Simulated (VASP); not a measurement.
# Ru (Fm-3m) in VASP: further runs

The runs below take Ru through single point, with LDA.

Everything below comes from runs of VASP 6.6.1. Logs are shortened: lines on timing, memory, paths and dates and some standing lists are left out, and cuts for length are marked.

**1. The cell of the first run**

The structure is cubic, space group Fm-3m (No. 225). Conventional cell: a = 3.747 Å, b = 3.747 Å, c = 3.747 Å, α = 90.00°, β = 90.00°, γ = 90.00°. Within 3.5 Å of Ru (site symmetry m-3m) lie 12 Ru at 2.65 Å.

**2. Single point, LDA**

Input file INCAR:

```
SYSTEM = Ru
ALGO = Normal
EDIFF = 1E-6
ENCUT = 520
ISIF = 2
ISMEAR = -1
LASPH = .TRUE.
LCHARG = .TRUE.
LELF = .TRUE.
LREAL = .FALSE.
LVHAR = .TRUE.
LWAVE = .FALSE.
NBANDS = 13
NELM = 60
PREC = Accurate
SIGMA = 0.1
```

Input file KPOINTS:

```
k-points
0
G
  24 24 24
  0 0 0
```

Input file POSCAR:

```
Ru
1.0
    0.0000000000      1.8736991073      1.8736991073
    1.8736991073      0.0000000000      1.8736991073
    1.8736991073      1.8736991073      0.0000000000
Ru
1
Direct
    0.0000000000      0.0000000000      0.0000000000
```

Potentials or basis: VASP PAW LDA potentials, release 64 (Ru_pv).

The run is started by

```bash
$ cat potpaw_LDA.64/Ru_pv/POTCAR > POTCAR
$ mpirun -np 1 vasp_std > vasp.out
```

OUTCAR:

```text
SYSTEM = Ru
   EDIFF = 1E-6
   ENCUT = 520
   ISIF = 2
   ISMEAR = -1
   LASPH = .TRUE.
   LREAL = .FALSE.
   NELM = 60
   PREC = Accurate

 ion  position               nearest neighbor table
   1  0.000  0.000  0.000-

  LATTYP: Found a face centered cubic cell.
 ALAT       =     3.7473982146

  Lattice vectors:

 A1 = (   0.0000000000,   1.8736991073,   1.8736991073)
 A2 = (   1.8736991073,   0.0000000000,   1.8736991073)
 A3 = (   1.8736991073,   1.8736991073,   0.0000000000)

Analysis of symmetry for initial positions (statically):
=====================================================================
 Subroutine PRICEL returns:
 Original cell was already a primitive cell.

 Routine SETGRP: Setting up the symmetry group for a
 face centered cubic supercell.

 Subroutine GETGRP returns: Found 48 space group operations
 (whereof 48 operations were pure point group operations)
 out of a pool of 48 trial point group operations.

The static configuration has the point symmetry O_h .

Analysis of symmetry for dynamics (positions and initial velocities):
=====================================================================
 Subroutine PRICEL returns:
 Original cell was already a primitive cell.

 Routine SETGRP: Setting up the symmetry group for a
 face centered cubic supercell.

 Subroutine GETGRP returns: Found 48 space group operations
 (whereof 48 operations were pure point group operations)
 out of a pool of 48 trial point group operations.

The dynamic configuration has the point symmetry O_h .

 Subroutine INISYM returns: Found 48 space group operations
 (whereof 48 operations are pure point group operations),
 and found     1 'primitive' translations

----------------------------------------------------------------------------------------

                                     Primitive cell

  volume of cell :      13.1562

  direct lattice vectors                    reciprocal lattice vectors
     0.000000000  1.873699107  1.873699107    -0.266851811  0.266851811  0.266851811
     1.873699107  0.000000000  1.873699107     0.266851811 -0.266851811  0.266851811
     1.873699107  1.873699107  0.000000000     0.266851811  0.266851811 -0.266851811

  length of vectors
     2.649810689  2.649810689  2.649810689     0.462200895  0.462200895  0.462200895

  position of ions in fractional coordinates (direct lattice)
     0.000000000  0.000000000  0.000000000

  ion indices of the primitive-cell ions
   primitive index   ion index
                 1           1

----------------------------------------------------------------------------------------

 KPOINTS: k-points

Automatic generation of k-mesh.
 Grid dimensions read from file:
 generate k-points for:   24   24   24

 Generating k-lattice:

  Cartesian coordinates                     Fractional coordinates (reciprocal lattice)
    -0.011118825  0.011118825  0.011118825     0.041666667  0.000000000  0.000000000
     0.011118825 -0.011118825  0.011118825     0.000000000  0.041666667  0.000000000
     0.011118825  0.011118825 -0.011118825     0.000000000  0.000000000  0.041666667

  Length of vectors
     0.019258371  0.019258371  0.019258371

  Shift w.r.t. Gamma in fractional coordinates (k-lattice)
     0.000000000  0.000000000  0.000000000

 Subroutine IBZKPT returns following result:
 ===========================================

 Found    413 irreducible k-points:

 Following reciprocal coordinates:
            Coordinates               Weight
  0.000000  0.000000  0.000000      1.000000
  0.041667  0.000000  0.000000      8.000000
  0.083333  0.000000  0.000000      8.000000
  0.125000  0.000000  0.000000      8.000000
  0.166667  0.000000  0.000000      8.000000
  0.208333  0.000000  0.000000      8.000000
[... 16 lines left out ...]
  0.416667  0.041667  0.000000     24.000000
  0.458333  0.041667  0.000000     24.000000
 [... further k-points ...]
   k-points           NKPTS =    413   k-points in BZ     NKDIM =    413   number of bands    NBANDS=     13
   number of dos      NEDOS =    301   number of ions     NIONS =      1
   total plane-waves  NPLWV =   8000
   dimension x,y,z NGX =    20 NGY =   20 NGZ =   20
   dimension x,y,z NGXF=    40 NGYF=   40 NGZF=   40
   ions per type =               1
   NGX,Y,Z   is equivalent  to a cutoff of  12.55, 12.55, 12.55 a.u.
   NGXF,Y,Z  is equivalent  to a cutoff of  25.10, 25.10, 25.10 a.u.
 SYSTEM =  Ru
   PREC   = accura    normal or accurate (medium, high low for compatibility)
   ISTART =      0    job   : 0-new  1-cont  2-samecut
   ICHARG =      2    charge: 1-file 2-atom 10-const
   ISPIN  =      1    spin polarized calculation?
   LNONCOLLINEAR =      F non collinear calculations
   LSORBIT =      F    spin-orbit coupling
   LASPH  =      T    aspherical Exc in radial PAW
   ENCUT  =  520.0 eV  38.22 Ry    6.18 a.u.   4.93  4.93  4.93*2*pi/ulx,y,z
   NELM   =     60;   NELMIN=  2; NELMDL= -5     # of ELM steps
   EDIFF  = 0.1E-05   stopping-criterion for ELM
   LREAL  =      F    real-space projection
   EDIFFG = 0.1E-04   stopping-criterion for IOM
   NSW    =      0    number of steps for IOM
   IBRION =     -1    ionic relax: 0-MD 1-quasi-New 2-CG
   NFREE  =      0    steps in history (QN), initial steepest desc. (CG)
   ISIF   =      2    stress and relaxation
   ISYM   =      2    0-nonsym 1-usesym 2-fastsym
   POTIM  = 0.5000    time-step for ionic-motion
   TEBEG  =    0.0;   TEEND  =   0.0 temperature during run
   PSTRESS=    0.0 pullay stress
   NELECT =      14.0000    total number of electrons
   NUPDOWN=      -1.0000    fix difference up-down
   EMIN   =  10.00;   EMAX   =-10.00  energy-range for DOS
   EFERMI =   0.00;   METHOD = LEGACY
   ISMEAR =    -1;   SIGMA  =   0.10  broadening in eV -4-tet -1-fermi 0-gaus
   EFERMI_NEDOS =   21; number of points for ismear=-14 and -15
   IALGO  =     38    algorithm
   IMIX   =      4    mixing-type and parameters
     AMIX     =   0.40;   BMIX     =  1.00
     AMIX_MAG =   1.60;   BMIX_MAG =  1.00
  volume/ion in A,a.u.               =      13.16        88.78
  Fermi-wavevector in a.u.,A,eV,Ry     =   1.671377  3.158444 38.007873  2.793500
  Thomas-Fermi vector in A             =   2.756710
   LORBIT       =      0    0 simple, 1 ext, 2 COOP (PROOUT), +10 PAW based schemes
   GGA     = CA    functional components
   LHFCALC =     F    Hartree Fock is set to
   AEXX    =    0.0000 exact exchange contribution
   IVDW    =     0    specifies the selected vdW correction
   LEPSILON=     F    determine dielectric tensor
   LRPA    =     F    only Hartree local field effects (RPA)
 non-spin polarized calculation
  energy-cutoff  :      520.00
  volume of cell :       13.16
 maximum number of plane-waves:       366
   NGX =  9   NGY =  9   NGZ =  9

 number of electron      14.0000004 magnetization

 Free energy of the ion-electron system (eV)
  ---------------------------------------------------
  ext. energy  EPLUGINS =         0.00000000
  ---------------------------------------------------
  free energy    TOTEN  =       -10.59081633 eV

  energy without entropy =      -10.55607863  energy(sigma->0) =      -10.57344748

 E-fermi :  13.1946     XC(G=0): -14.5740

 val. band max:       13.1945727526   @ k =   0.3750   0.2083   0.0833
 cond. band min:      13.1955957335   @ k =   0.3750   0.2917   0.0417
 fundamental gap:      0.0010229810
 Fermi energy:        13.1946298609

 k-point     1 :       0.0000    0.0000    0.0000
  band No.  band energies     occupation
      1     -29.0248      2.00000
      2     -29.0248      2.00000
      3     -29.0248      2.00000
      4       5.0657      2.00000
      5      10.4697      2.00000
      6      10.4697      2.00000
      7      10.4697      2.00000
      8      13.0694      1.55548
      9      13.0694      1.55548
     10      23.2653      0.00000
     11      28.1910      0.00000
     12      34.0581      0.00000
     13      34.0581      0.00000

 k-point     2 :       0.0417    0.0000    0.0000
  band No.  band energies     occupation
      1     -29.0466      2.00000
      2     -29.0276      2.00000
      3     -29.0276      2.00000
      4       5.1433      2.00000
      5      10.4275      2.00000
      6      10.5033      2.00000
      7      10.5033      2.00000
      8      13.0467      1.62903
      9      13.0467      1.62903
     10      23.2653      0.00000
     11      28.3251      0.00000
     12      33.6741      0.00000
     13      34.1866      0.00000

 k-point     3 :       0.0833    0.0000    0.0000
  band No.  band energies     occupation
      1     -29.1101      2.00000
      2     -29.0358      2.00000
      3     -29.0358      2.00000
      4       5.3698      2.00000
      5      10.3128      2.00000
      6      10.5969      2.00000
      7      10.5969      2.00000
      8      12.9883      1.77451
      9      12.9883      1.77451
     10      23.2653      0.00000
     11      28.7088      0.00000
     12      32.7765      0.00000
     13      34.5658      0.00000

 k-point     4 :       0.1250    0.0000    0.0000
  band No.  band energies     occupation
      1     -29.2102      2.00000
      2     -29.0488      2.00000
      3     -29.0488      2.00000
      4       5.7238      2.00000
      5      10.1612      2.00000
      6      10.7277      2.00000
      7      10.7277      2.00000
      8      12.9248      1.87385
      9      12.9248      1.87385
     10      23.2653      0.00000
     11      29.2798      0.00000
     12      31.7103      0.00000
     13      35.1782      0.00000

 k-point     5 :       0.1667    0.0000    0.0000
  band No.  band energies     occupation
      1     -29.3393      2.00000
      2     -29.0656      2.00000
      3     -29.0656      2.00000
      4       6.1614      2.00000
      5      10.0339      2.00000
      6      10.8530      2.00000
      7      10.8530      2.00000
      8      12.9080      1.89228
      9      12.9080      1.89228
     10      23.2652      0.00000
     11      29.8682      0.00000
     12      30.7011      0.00000
     13      35.9967      0.00000

 k-point     6 :       0.2083    0.0000    0.0000
  band No.  band energies     occupation
      1     -29.4877      2.00000
      2     -29.0851      2.00000
      3     -29.0851      2.00000
      4       6.6028      2.00000
      5      10.0242      2.00000
      6      10.9178      2.00000
      7      10.9178      2.00000
      8      12.9999      1.75032
      9      12.9999      1.75032
     10      23.2651      0.00000
     11      29.4422      0.00000
     12      30.6536      0.00000
     13      36.9842      0.00000

 k-point     7 :       0.2500    0.0000    0.0000
  band No.  band energies     occupation
      1     -29.6447      2.00000
      2     -29.1060      2.00000
      3     -29.1060      2.00000
      4       6.9349      2.00000
      5      10.2512      2.00000
      6      10.8919      2.00000
      7      10.8919      2.00000
      8      13.2326      0.81220
      9      13.2326      0.81220
     10      23.2650      0.00000
     11      28.4847      0.00000
     12      30.8218      0.00000
     13      38.0804      0.00000
[... 193 lines left out ...]
 k-point    20 :       0.2917    0.0417    0.0000
  band No.  band energies     occupation
      1     -29.7489      2.00000
      2     -29.1382      2.00000
      3     -29.1183      2.00000
      4       7.1176      2.00000
      5      10.4300      2.00000
      6      10.8073      2.00000
      7      10.9008      2.00000
      8      13.2966      0.53000
      9      13.7261      0.00978
     10      23.2649      0.00000
     11      27.9325      0.00000
     12      30.7124      0.00000
     13      37.5035      0.00000

 k-point    21 :       0.3333    0.0417    0.0000
  band No.  band energies     occupation
      1     -29.8943      2.00000
      2     -29.1569      2.00000
      3     -29.1400      2.00000
      4       7.1547      2.00000
      5      10.6453      2.00000
      6      10.7820      2.00000
      7      11.1122      2.00000
      8      13.7741      0.00607
      9      14.1022      0.00023
     10      23.2647      0.00000
     11      26.9710      0.00000
     12      30.0564      0.00000
     13      36.9074      0.00000

 k-point    22 :       0.3750    0.0417    0.0000
  band No.  band energies     occupation
      1     -30.0214      2.00000
      2     -29.1725      2.00000
      3     -29.1602      2.00000
      4       7.0965      2.00000
      5      10.5036      2.00000
      6      10.6509      2.00000
      7      11.9170      1.99999
      8      14.3045      0.00003
      9      14.4787      0.00001
     10      23.2641      0.00000
     11      25.9793      0.00000
     12      29.2594      0.00000
     13      35.9380      0.00000

 k-point    23 :       0.4167    0.0417    0.0000
  band No.  band energies     occupation
      1     -30.1221      2.00000
      2     -29.1838      2.00000
      3     -29.1775      2.00000
      4       7.0128      2.00000
      5      10.3851      2.00000
      6      10.5332      2.00000
      7      12.7135      1.98386
      8      14.7961      0.00000
      9      14.8414      0.00000
     10      23.2630      0.00000
     11      24.9882      0.00000
     12      28.5924      0.00000
     13      35.1295      0.00000

 k-point    24 :       0.4583    0.0417    0.0000
  band No.  band energies     occupation
      1     -30.1904      2.00000
      2     -29.1908      2.00000
      3     -29.1900      2.00000
      4       6.9437      2.00000
      5      10.3063      2.00000
      6      10.4458      2.00000
      7      13.3436      0.36791
      8      15.0013      0.00000
      9      15.3195      0.00000
     10      23.2599      0.00000
     11      24.1471      0.00000
     12      28.1579      0.00000
     13      34.6207      0.00000

 [... further k-points ...]
[... 5 lines left out ...]
  --------------------------------------------------------------------------------------
  -------------------------------------------------------------------------------------
  Total        0.0728286      0.0728286      0.0728286      0.0000000      0.0000000      0.0000000
  in kB        8.8691676      8.8691676      8.8691676      0.0000000      0.0000000      0.0000000
  external PRESSURE =       8.8691676 kB  Pullay stress =       0.0000000 kB

 VOLUME and BASIS-vectors are now :
 -----------------------------------------------------------------------------
  energy-cutoff  :      520.00
  volume of cell :       13.16
      direct lattice vectors                 reciprocal lattice vectors
     0.000000000  1.873699107  1.873699107    -0.266851811  0.266851811  0.266851811
     1.873699107  0.000000000  1.873699107     0.266851811 -0.266851811  0.266851811
     1.873699107  1.873699107  0.000000000     0.266851811  0.266851811 -0.266851811

 POSITION                                       TOTAL-FORCE (eV/Angst)
 -----------------------------------------------------------------------------------
      0.00000      0.00000      0.00000        -0.000000      0.000000      0.000000
 -----------------------------------------------------------------------------------
    total drift:                                0.000000      0.000000      0.000000

  FREE ENERGIE OF THE ION-ELECTRON SYSTEM (eV)
  ---------------------------------------------------
  free  energy   TOTEN  =       -10.5908163337 eV

  energy  without entropy=      -10.5560786302  energy(sigma->0) =      -10.57344748
```

Run time: 42 s. Hardware: 1 thread of Intel Xeon 6975P-C (Granite Rapids), shared host; peak memory 0.17 GiB.

Results:

```
Free energy            : -10.5908 eV
Pressure               : 0.9 GPa
Band gap on the k mesh : zero (band 7 reaches 15.60 eV, above the bottom of band 8 at 11.87 eV)
```

**3. Single point, LDA, non-collinear spin, zero start, spin-orbit coupling**

Input file INCAR:

```
SYSTEM = Ru
PREC = Accurate ; ENCUT = 520
EDIFF = 1E-6 ; ISMEAR = -1
SIGMA = 0.1 ; LREAL = .FALSE.
LASPH = .TRUE. ; NELM = 150
ALGO = Normal ; ISIF = 2
LWAVE = .FALSE. ; LCHARG = .FALSE.
MAGMOM = 0 0 0 ; LORBIT = 11
LSORBIT = .TRUE. ; GGA_COMPAT = .FALSE.
LORBMOM = .TRUE. ; LMAXMIX = 4
NBANDS = 25
```

Input file KPOINTS:

```
Automatic mesh
0
G
  14 14 14
  0 0 0
```

POSCAR is that of step 2.

Potentials or basis: VASP PAW LDA potentials, release 64 (Ru_pv).

The run is started by

```bash
$ cat potpaw_LDA.64/Ru_pv/POTCAR > POTCAR
$ mpirun -np 1 vasp_ncl > vasp.out
```

Wall time 59 s (1 thread of Intel Xeon 6975P-C (Granite Rapids), shared host); peak memory 0.17 GiB.

Results (log left out):

| Property | Result |
| --- | --- |
| Free energy | -10.7247 eV |
| Pressure | 1.3 GPa |
| Net moment | 0.00 μB per cell |
| Valence electrons inside the program's atomic spheres | Ru 12.75 |

Moments on the atoms (μB; x, y, z):
```
Ru  0.00 0.00 0.00
```
